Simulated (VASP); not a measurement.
# HfSi15O32 (a cell with a defect) in VASP: single point with PBE

Aim: the single point of HfSi15O32 (a cell with a defect) with PBE.

Program: VASP 6.6.1. These are calculated values, not measurements. Logs are shortened: lines on timing, memory, paths and dates and some standing lists are left out, and cuts for length are marked.

## (1) The cell of the first run

The cell holds a defect, 48 atoms: a = 10.103 Å, b = 10.103 Å, c = 10.103 Å, α = 90.72°, β = 119.58°, γ = 119.58°.

## (2) Single point, PBE

INCAR reads:

```
SYSTEM = HfSi15O32
ALGO = Normal
EDIFF = 1E-7
ENCUT = 520
GGA = PE
ISIF = 2
ISMEAR = 0
LASPH = .True.
LCHARG = .False.
LREAL = Auto
LWAVE = .False.
NBANDS = 161
NELM = 60
PREC = Accurate
SIGMA = 0.01
```

KPOINTS reads:

```
Automatic mesh
0
Gamma
  2 2 2
  0.5 0.5 0.5
```

POSCAR reads:

```
HfSi15O32
1.0
    5.0832710680      5.0832710680     -7.0988988238
   -5.0832710680      5.0832710680      7.0988988238
    5.0832710680     -5.0832710680      7.0988988238
Hf Si O
1 15 32
Direct
    0.6728472153      0.5864236076      0.5864236076
    0.7562866721      0.1281433360      0.1281433360
    0.1918343240      0.0768188222      0.6156438331
    0.1918343240      0.6150155018      0.0761904909
    0.4670766235      0.4426451761      0.7699285590
    0.5215577688      0.9901532097      0.2678837754
   -0.0080780718      0.9758515350      0.7827187438
    0.0185949165      0.5034137431      0.2784550097
    0.4670766235      0.5244314474      0.1971480644
    0.5215577688      0.0314045591      0.7536739934
    0.0185949165      0.0151811734      0.2401399069
   -0.0080780718      0.5160703932      0.7092031844
    0.3093629987      0.6567049805      0.6568181230
    0.3093629987      0.1526580182      0.1525448757
    0.7899094742      0.1449547371      0.6449547371
    0.7770026130      0.6385013065      0.1385013065
    0.8233127030      0.5262555071      0.5775852989
    0.8845361403      0.0718453701      0.1359040851
    0.3340065881      0.0271650811      0.6515857819
    0.2987647630      0.5384846849      0.0685773827
    0.2041360071      0.5863064142      0.4625807468
    0.1708512534      0.0371687843      0.9652790885
    0.6590459460      0.0237069148      0.4594472165
    0.6469251366      0.5130332675      0.9556600036
    0.8233127030      0.7970571959      0.7457274041
    0.8845361403      0.3126907702      0.2486320553
    0.2987647630      0.2602800781      0.7301873802
    0.3340065881      0.8068415070      0.1824208062
    0.4052083923      0.3389438486      0.1580445927
    0.4702213738      0.8488390042      0.7203966174
    0.9105082530      0.8233367177      0.1518695279
    0.9264529309      0.3300459904      0.6621359388
    0.2041360071      0.1178295929      0.2415552602
    0.1708512534      0.6336824691      0.7055721649
    0.6469251366      0.6338918690      0.1912651330
    0.6590459460      0.1353390312      0.6995987295
    0.5213518155      0.5920914639      0.3749675879
    0.6266315660      0.1190047197      0.9446273225
    0.0765812538      0.0545106060      0.4245616609
    0.0430943304      0.5837806029      0.8879996923
    0.4052083923      0.5662645437      0.7471637996
    0.4702213738      0.1213823697      0.2498247565
    0.9264529309      0.0964069405      0.7643169921
    0.9105082530      0.5871715353      0.2586387251
    0.5213518155      0.4292603516      0.6463842276
    0.6266315660      1.0076268463      0.1820042435
    0.0430943304      0.9593137275      0.6550946381
    0.0765812538      0.5220706477      0.1520195929
```

Potentials or basis: VASP PAW PBE potentials, release 64 (Hf_pv, Si, O).

Launch:

```
> cat potpaw_PBE.64/Hf_pv/POTCAR potpaw_PBE.64/Si/POTCAR potpaw_PBE.64/O/POTCAR > POTCAR
> mpirun -np 1 vasp_std > vasp.out
```

OUTCAR:

```text
SYSTEM = HfSi15O32
   EDIFF = 1E-7
   ENCUT = 520
   GGA = PE
   ISIF = 2
   ISMEAR = 0
   LASPH = .True.
   LREAL = Auto
   NELM = 60
   PREC = Accurate

 ion  position               nearest neighbor table
   1  0.673  0.586  0.586-  17 1.93  25 1.93  37 1.94  45 1.94   5 3.28   9 3.28  12 3.28   7 3.28

   2  0.756  0.128  0.128-  18 1.62  26 1.62  38 1.62  46 1.62  10 3.11   6 3.11  11 3.11   8 3.11

   3  0.192  0.077  0.616-  39 1.63  19 1.63  47 1.63  27 1.64   5 3.04   7 3.06
   4  0.192  0.615  0.076-  48 1.63  28 1.63  40 1.63  20 1.64   9 3.04  12 3.06
   5  0.467  0.443  0.770-  45 1.62  41 1.62  24 1.63  27 1.63   3 3.04  16 3.13   1 3.28
   6  0.522  0.990  0.268-  46 1.62  28 1.63  42 1.63  23 1.63   2 3.11  14 3.12  15 3.13
   7  0.992  0.976  0.783-  25 1.62  22 1.62  43 1.62  47 1.64   3 3.06  15 3.12  14 3.13   1 3.28

   8  0.019  0.503  0.278-  21 1.63  26 1.63  48 1.63  44 1.63   2 3.11  16 3.12  13 3.15
   9  0.467  0.524  0.197-  37 1.62  29 1.62  35 1.63  20 1.63   4 3.04  16 3.13   1 3.28
  10  0.522  0.031  0.754-  38 1.62  19 1.63  30 1.63  36 1.63   2 3.11  13 3.12  15 3.13
  11  0.019  0.015  0.240-  33 1.63  18 1.63  39 1.63  31 1.63   2 3.11  16 3.12  14 3.15
  12  0.992  0.516  0.709-  17 1.62  34 1.62  32 1.62  40 1.64   4 3.06  15 3.12  13 3.13   1 3.28

  13  0.309  0.657  0.657-  34 1.62  41 1.62  30 1.63  21 1.63  10 3.12  12 3.13   8 3.15
  14  0.309  0.153  0.153-  22 1.62  29 1.62  42 1.63  33 1.63   6 3.12   7 3.13  11 3.15
  15  0.790  0.145  0.645-  43 1.62  32 1.62  23 1.63  36 1.63   7 3.12  12 3.12  10 3.13   6 3.13

  16  0.777  0.639  0.139-  35 1.63  24 1.63  44 1.63  31 1.63  11 3.12   8 3.12   9 3.13   5 3.13

  17  0.823  0.526  0.578-  12 1.62   1 1.93
  18  0.885  0.072  0.136-   2 1.62  11 1.63
  19  0.334  0.027  0.652-  10 1.63   3 1.63
  20  0.299  0.538  0.069-   9 1.63   4 1.64
  21  0.204  0.586  0.463-   8 1.63  13 1.63
  22  0.171  0.037  0.965-  14 1.62   7 1.62
[... 24 lines left out ...]
  47  0.043  0.959  0.655-   3 1.63   7 1.64
  48  0.077  0.522  0.152-   4 1.63   8 1.63

  LATTYP: Found a body centered tetragonal cell.
 ALAT       =    10.1665421360
 C/A-ratio  =     1.3965217925

  Lattice vectors:

 A1 = (   5.0832710680,  -5.0832710680,  -7.0988988238)
 A2 = (  -5.0832710680,   5.0832710680,  -7.0988988238)
 A3 = (   5.0832710680,   5.0832710680,   7.0988988238)

Analysis of symmetry for initial positions (statically):
=====================================================================
 Subroutine PRICEL returns:
 Original cell was already a primitive cell.

 Routine SETGRP: Setting up the symmetry group for a
 body centered tetragonal supercell.

 Subroutine GETGRP returns: Found  2 space group operations
 (whereof  1 operations were pure point group operations)
 out of a pool of 16 trial point group operations.

The static configuration has the point symmetry C_1 .
 The point group associated with its full space group is C_2 .

Analysis of symmetry for dynamics (positions and initial velocities):
=====================================================================
 Subroutine PRICEL returns:
 Original cell was already a primitive cell.

 Routine SETGRP: Setting up the symmetry group for a
 body centered tetragonal supercell.

 Subroutine GETGRP returns: Found  2 space group operations
 (whereof  1 operations were pure point group operations)
 out of a pool of 16 trial point group operations.

The dynamic configuration has the point symmetry C_1 .
 The point group associated with its full space group is C_2 .

 Subroutine INISYM returns: Found  2 space group operations
 (whereof  1 operations are pure point group operations),
 and found     1 'primitive' translations

----------------------------------------------------------------------------------------

                                     Primitive cell

  volume of cell :     733.7321

  direct lattice vectors                    reciprocal lattice vectors
     5.083271068  5.083271068 -7.098898824     0.098361861  0.098361861  0.000000000
    -5.083271068  5.083271068  7.098898824     0.000000000  0.098361861  0.070433459
     5.083271068 -5.083271068  7.098898824     0.098361861  0.000000000  0.070433459

  length of vectors
    10.103150697 10.103150697 10.103150697     0.139104677  0.120979039  0.120979039

  position of ions in fractional coordinates (direct lattice)
     0.672847215  0.586423608  0.586423608
     0.756286672  0.128143336  0.128143336
     0.191834324  0.076818822  0.615643833
     0.191834324  0.615015502  0.076190491
     0.467076623  0.442645176  0.769928559
     0.521557769  0.990153210  0.267883775
[... 40 lines left out ...]
     0.043094330  0.959313728  0.655094638
     0.076581254  0.522070648  0.152019593

  ion indices of the primitive-cell ions
   primitive index   ion index
                 1           1
                 2           2
                 3           3
                 4           4
                 5           5
                 6           6
[... 40 lines left out ...]
                47          47
                48          48

----------------------------------------------------------------------------------------

 KPOINTS: Automatic mesh

Automatic generation of k-mesh.
 Grid dimensions read from file:
 generate k-points for:    2    2    2

 Generating k-lattice:

  Cartesian coordinates                     Fractional coordinates (reciprocal lattice)
     0.049180930  0.049180930  0.000000000     0.500000000  0.000000000  0.000000000
     0.000000000  0.049180930  0.035216730     0.000000000  0.500000000  0.000000000
     0.049180930  0.000000000  0.035216730     0.000000000  0.000000000  0.500000000

  Length of vectors
     0.069552339  0.060489519  0.060489519

  Shift w.r.t. Gamma in fractional coordinates (k-lattice)
     0.500000000  0.500000000  0.500000000

 Subroutine IBZKPT returns following result:
 ===========================================

 Found      3 irreducible k-points:

 Following reciprocal coordinates:
            Coordinates               Weight
  0.250000  0.250000  0.250000      2.000000
 -0.250000  0.250000  0.250000      2.000000
  0.250000 -0.250000  0.250000      4.000000
   k-points           NKPTS =      3   k-points in BZ     NKDIM =      3   number of bands    NBANDS=    161
   number of dos      NEDOS =    301   number of ions     NIONS =     48
   total plane-waves  NPLWV = 512000
   dimension x,y,z NGX =    80 NGY =   80 NGZ =   80
   dimension x,y,z NGXF=   160 NGYF=  160 NGZF=  160
   ions per type =               1  15  32
   NGX,Y,Z   is equivalent  to a cutoff of  13.16, 13.16, 13.16 a.u.
   NGXF,Y,Z  is equivalent  to a cutoff of  26.33, 26.33, 26.33 a.u.
 SYSTEM =  HfSi15O32
   PREC   = accura    normal or accurate (medium, high low for compatibility)
   ISTART =      0    job   : 0-new  1-cont  2-samecut
   ICHARG =      2    charge: 1-file 2-atom 10-const
   ISPIN  =      1    spin polarized calculation?
   LNONCOLLINEAR =      F non collinear calculations
   LSORBIT =      F    spin-orbit coupling
   LASPH  =      T    aspherical Exc in radial PAW
   ENCUT  =  520.0 eV  38.22 Ry    6.18 a.u.  18.79 18.79 18.79*2*pi/ulx,y,z
   NELM   =     60;   NELMIN=  2; NELMDL= -5     # of ELM steps
   EDIFF  = 0.1E-06   stopping-criterion for ELM
   LREAL  =      T    real-space projection
   EDIFFG = 0.1E-05   stopping-criterion for IOM
   NSW    =      0    number of steps for IOM
   IBRION =     -1    ionic relax: 0-MD 1-quasi-New 2-CG
   NFREE  =      0    steps in history (QN), initial steepest desc. (CG)
   ISIF   =      2    stress and relaxation
   ISYM   =      2    0-nonsym 1-usesym 2-fastsym
   POTIM  = 0.5000    time-step for ionic-motion
   TEBEG  =    0.0;   TEEND  =   0.0 temperature during run
   PSTRESS=    0.0 pullay stress
   NELECT =     262.0000    total number of electrons
   NUPDOWN=      -1.0000    fix difference up-down
   EMIN   =  10.00;   EMAX   =-10.00  energy-range for DOS
   EFERMI =   0.00;   METHOD = LEGACY
   ISMEAR =     0;   SIGMA  =   0.01  broadening in eV -4-tet -1-fermi 0-gaus
   EFERMI_NEDOS =   21; number of points for ismear=-14 and -15
   IALGO  =     38    algorithm
   IMIX   =      4    mixing-type and parameters
     AMIX     =   0.40;   BMIX     =  1.00
     AMIX_MAG =   1.60;   BMIX_MAG =  1.00
  volume/ion in A,a.u.               =      15.29       103.16
  Fermi-wavevector in a.u.,A,eV,Ry     =   1.161438  2.194800 18.353424  1.348939
  Thomas-Fermi vector in A             =   2.298010
   LORBIT       =      0    0 simple, 1 ext, 2 COOP (PROOUT), +10 PAW based schemes
   GGA     = PE    functional components
   LHFCALC =     F    Hartree Fock is set to
   AEXX    =    0.0000 exact exchange contribution
   IVDW    =     0    specifies the selected vdW correction
   LEPSILON=     F    determine dielectric tensor
   LRPA    =     F    only Hartree local field effects (RPA)
 non-spin polarized calculation
 Gauss-broadening in eV      SIGMA  =   0.01
  energy-cutoff  :      520.00
  volume of cell :      733.73
 maximum number of plane-waves:     19757
 NGX is ok and might be reduce to    80
   NGX = 37   NGY = 37   NGZ = 37

 number of electron     261.9999999 magnetization

 Free energy of the ion-electron system (eV)
  ---------------------------------------------------
  ext. energy  EPLUGINS =         0.00000000
  ---------------------------------------------------
  free energy    TOTEN  =      -385.36506761 eV

  energy without entropy =     -385.36506761  energy(sigma->0) =     -385.36506761

 E-fermi :  -0.3114     XC(G=0):  -8.2075

 val. band max:       -0.3605725082   @ k =  -0.2500   0.2500   0.2500
 cond. band min:       5.4879524386   @ k =  -0.2500   0.2500   0.2500
 fundamental gap:      5.8485249468
 Fermi energy:        -0.3114478791

 k-point     1 :       0.2500    0.2500    0.2500
  band No.  band energies     occupation
      1     -28.9560      2.00000
      2     -28.9086      2.00000
      3     -28.9025      2.00000
      4     -19.2919      2.00000
      5     -19.2860      2.00000
      6     -19.2668      2.00000
[... 135 lines left out ...]
    142       8.0253      0.00000
    143       8.0547      0.00000

 k-point     2 :      -0.2500    0.2500    0.2500
  band No.  band energies     occupation
      1     -28.9560      2.00000
      2     -28.9086      2.00000
      3     -28.9025      2.00000
      4     -19.4754      2.00000
      5     -19.1513      2.00000
      6     -19.1426      2.00000
[... 135 lines left out ...]
    142       7.5913      0.00000
    143       8.3568      0.00000

 k-point     3 :       0.2500   -0.2500    0.2500
  band No.  band energies     occupation
      1     -28.9560      2.00000
      2     -28.9086      2.00000
      3     -28.9025      2.00000
      4     -19.4222      2.00000
      5     -19.2423      2.00000
      6     -19.1898      2.00000
[... 135 lines left out ...]
    142       7.8773      0.00000
    143       7.9672      0.00000
 [bands above 143 left out]

------------------------ aborting loop because EDIFF is reached ----------------------------------------

  FORCE on cell =-STRESS in cart. coord.  units (eV):
  Direction    XX          YY          ZZ          XY          YZ          ZX
  --------------------------------------------------------------------------------------
  -------------------------------------------------------------------------------------
  Total        2.4405927      2.4405927      2.3405706     -0.0679794     -0.2914203      0.2914184
  in kB        5.3292780      5.3292780      5.1108697     -0.1484398     -0.6363454      0.6363412
  external PRESSURE =       5.2564752 kB  Pullay stress =       0.0000000 kB

 VOLUME and BASIS-vectors are now :
 -----------------------------------------------------------------------------
  energy-cutoff  :      520.00
  volume of cell :      733.73
      direct lattice vectors                 reciprocal lattice vectors
     5.083271068  5.083271068 -7.098898824     0.098361861  0.098361861  0.000000000
    -5.083271068  5.083271068  7.098898824     0.000000000  0.098361861  0.070433459
     5.083271068 -5.083271068  7.098898824     0.098361861  0.000000000  0.070433459

 POSITION                                       TOTAL-FORCE (eV/Angst)
 -----------------------------------------------------------------------------------
      3.42026      3.42026      3.54945         0.001999      0.001999     -0.000000
      3.84441      3.84441     -3.54945        -0.010931     -0.010931      0.000000
      3.71414     -1.76385      3.55391        -0.012683     -0.018764     -0.014340
     -1.76385      3.71414      3.54499        -0.018764     -0.012683      0.014340
      4.03795      0.71061      5.29221         0.025548     -0.019848      0.026634
     -1.02027      6.32271      5.22819         0.020421     -0.023120      0.000467
[... 40 lines left out ...]
     -1.32737      1.76549     11.15460        -0.001588     -0.013376      0.009985
     -1.49179      2.27035      4.24166         0.010326     -0.000569      0.007469
 -----------------------------------------------------------------------------------
    total drift:                                0.004783      0.004784     -0.000027

  FREE ENERGIE OF THE ION-ELECTRON SYSTEM (eV)
  ---------------------------------------------------
  free  energy   TOTEN  =      -385.3650676091 eV

  energy  without entropy=     -385.3650676091  energy(sigma->0) =     -385.36506761
```

It took 35 min on 1 thread of Oxide Virtual Turin-like, shared host; peak memory 1 GiB.

Results:

```yaml
Free_energy: -385.3651 eV
Pressure: 0.5 GPa
Largest_force: 0.185 eV/Å
Band_gap_on_the_k_mesh: 5.85 eV
```

Forces on the atoms (eV/Å):
```
Hf   0.002  0.002  0.000
Si  -0.011 -0.011  0.000
Si  -0.013 -0.019 -0.014
Si  -0.019 -0.013  0.014
Si   0.026 -0.020  0.027
Si   0.020 -0.023  0.000
Si   0.020  0.010 -0.004
Si   0.011 -0.006  0.001
Si  -0.020  0.026 -0.027
Si  -0.023  0.020  0.000
Si  -0.006  0.011 -0.001
Si   0.010  0.020  0.004
Si   0.043  0.024 -0.005
Si   0.024  0.043  0.005
Si   0.010  0.010  0.000
Si   0.011  0.011  0.000
O   -0.119 -0.043  0.119
O    0.005 -0.002  0.007
O    0.005  0.006  0.007
O   -0.012  0.002 -0.009
O   -0.006 -0.008  0.017
O   -0.003 -0.008  0.015
O   -0.002  0.010  0.012
O   -0.010  0.008  0.012
O   -0.043 -0.119 -0.119
O   -0.002  0.005 -0.007
O    0.002 -0.012  0.009
O    0.006  0.005 -0.007
O   -0.006 -0.015  0.010
O   -0.010 -0.005  0.016
O    0.006 -0.002  0.007
O    0.004 -0.007  0.003
O   -0.008 -0.006 -0.017
O   -0.008 -0.003 -0.015
O    0.008 -0.010 -0.012
O    0.010 -0.002 -0.012
O    0.167 -0.039  0.068
O    0.009 -0.006 -0.001
O   -0.001  0.010 -0.007
O   -0.013 -0.002 -0.010
O   -0.015 -0.006 -0.010
O   -0.005 -0.010 -0.016
O   -0.007  0.004 -0.003
O   -0.002  0.006 -0.007
O   -0.039  0.167 -0.068
O   -0.006  0.009  0.001
O   -0.002 -0.013  0.010
O    0.010 -0.001  0.007
```

Levels at points of the mesh, in eV from the valence-band top:
| k point | band 127 | band 128 | band 129 | band 130 | band 131 | band 132 | band 133 | band 134 | band 135 | band 136 |
| --- | --- | --- | --- | --- | --- | --- | --- | --- | --- | --- |
| (0.25, 0.25, 0.25) | -0.32 | -0.19 | -0.11 | -0.09 | -0.05 | 6.60 | 6.71 | 6.84 | 6.88 | 6.94 |

Caveat: spin-orbit coupling is left out, which moves the levels of the heavy elements.
